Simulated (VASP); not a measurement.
Write the native input for VASP 6.6.1 that does the following.

| Property | Result |
| --- | --- |
| Task | relaxation of cell and atoms |
| Functional | revPBE |
| Potentials or basis | VASP PAW PBE potentials, release 64 (Rh_pv) |
| Cutoff | 600 eV |
| k mesh | 13 × 13 × 13 |
| Occupations | fermi-dirac, width 0.1 eV |
| Spin | no spin polarisation |
| Dipole correction | no |
| Further INCAR settings | ALGO = Normal; EDIFF = 1e-06; IBRION = 2; EDIFFG = -0.01; NSW = 80; ISIF = 3 |

The structure of Rh lies in POSCAR:

```
Rh
1.0
    2.4580591709      0.0000000000      0.0000000000
    0.0000000000      2.4580591709      0.0000000000
    0.0000000000      0.0000000000      2.4580591709
Rh
1
Direct
    0.0000000000      0.0000000000      0.0000000000
```

These files were run (other wordings do the same):

INCAR

```
SYSTEM = Rh
PREC     = Accurate       ! precision mode
ENCUT    = 600            ! plane-wave cutoff, eV
EDIFF    = 1E-6           ! SCF threshold, eV
ISMEAR   = -1             ! smearing method
SIGMA    = 0.1            ! smearing width, eV
LREAL    = .FALSE.        ! projectors in reciprocal space
LASPH    = .TRUE.         ! aspherical terms in the spheres
NELM     = 100            ! most SCF steps
ALGO     = Normal         ! electronic algorithm
ISIF     = 3              ! what is computed and relaxed
LWAVE    = .FALSE.        ! write WAVECAR
LCHARG   = .FALSE.        ! write CHGCAR
GGA      = RE             ! functional
IBRION   = 2              ! ionic algorithm
NSW      = 80             ! ionic steps
EDIFFG   = -0.01          ! ionic threshold
```

KPOINTS

```
Automatic mesh
0
G
  13 13 13
  0 0 0
```

Potentials or basis: VASP PAW PBE potentials, release 64 (Rh_pv).

The run is started by

```console
$ cat potpaw_PBE.64/Rh_pv/POTCAR > POTCAR
$ mpirun -np 1 vasp_std > vasp.out
```

It gave:

- Relaxed volume: 16.58 Å³/atom
- Relaxed cell: a = 2.550 Å, b = 2.550 Å, c = 2.550 Å, α = 90.00°, β = 90.00°, γ = 90.00°
- Space group after relaxing (to 0.05 Å): Pm-3m (No. 221)
- Energy gained by relaxing: 122.0 meV/atom
- Ionic steps: 17
- Pressure after relaxing: 0.1 GPa

Caveat: the PAW data sets were made with another functional, which shifts forces and pressure a little.

It took 95 s on 1 thread of Intel Xeon 8259CL, with other jobs on the host, peak memory 0.14 GiB.
